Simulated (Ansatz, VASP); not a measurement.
## CuI in VASP and in Ansatz

The input INCAR:

```
PREC = Accurate
ENCUT = 520
EDIFF = 1E-7
ISMEAR = -1
SIGMA = 0.05
LREAL = False
LASPH = True
NELM = 80
ALGO = Normal
ISIF = 2
LWAVE = False
LCHARG = False
GGA = PS
NBANDS = 16
```

Contents of KPOINTS:

```
Automatic mesh
0
Gamma
  8 8 8
```

POSCAR

```
CuI
1.0
    0.0000000000      3.0713927327      3.0713927327
    3.0713927327      0.0000000000      3.0713927327
    3.0713927327      3.0713927327      0.0000000000
I Cu
1 1
Direct
    0.0000000000      0.0000000000      0.0000000000
    0.7500000000      0.7500000000      0.7500000000
```

The input input.yaml:

```yaml
crystal:
  lattice:
    - [0.0, 3.0713927327, 3.0713927327]
    - [3.0713927327, 0.0, 3.0713927327]
    - [3.0713927327, 3.0713927327, 0.0]
  atoms:
    - { symbol: I, position: [0.0, 0.0, 0.0] }
    - { symbol: Cu, position: [0.75, 0.75, 0.75] }
kpoints:
  mp_grid: { grid: [8, 8, 8] }
scf:
  occupations: { method: fermi_dirac, width: 0.05 }
hamiltonian:
  xc: pbesol
  pseudopotentials: { kind: all_electron, lapw: { basis_error: 0.0005 } }
output:
  forces: true
  stress: true
  eigenvalues: true
```

Change from the starting cell: volume scaled by 1.04.

Alike in both runs: task single point; functional PBEsol; k mesh 8 × 8 × 8; occupations fermi-dirac, width 0.05 eV; no spin polarisation.

|  | VASP | Ansatz |
| --- | --- | --- |
| version | VASP 6.6.1 | Ansatz 0.2.0 |
| potentials or method | VASP PAW PBE potentials, release 64 (I, Cu), cutoff 520 eV | all-electron LAPW, scalar-relativistic |

Ansatz gave:

```
gap on the k mesh at the Fermi level (eV) : 0.91
least direct gap on the mesh (eV)         : 0.91
pressure (GPa)                            : -3.8
```

Problem. What did VASP give for the same quantities?

Solution. gap on the k mesh at the Fermi level (eV): 0.93; least direct gap on the mesh (eV): 0.93; pressure (GPa): -3.8.

VASP's potentials were made for PBE, not for PBEsol. Ansatz ran all-electron here, and VASP with PAW potentials.

Spin-orbit coupling is off throughout.
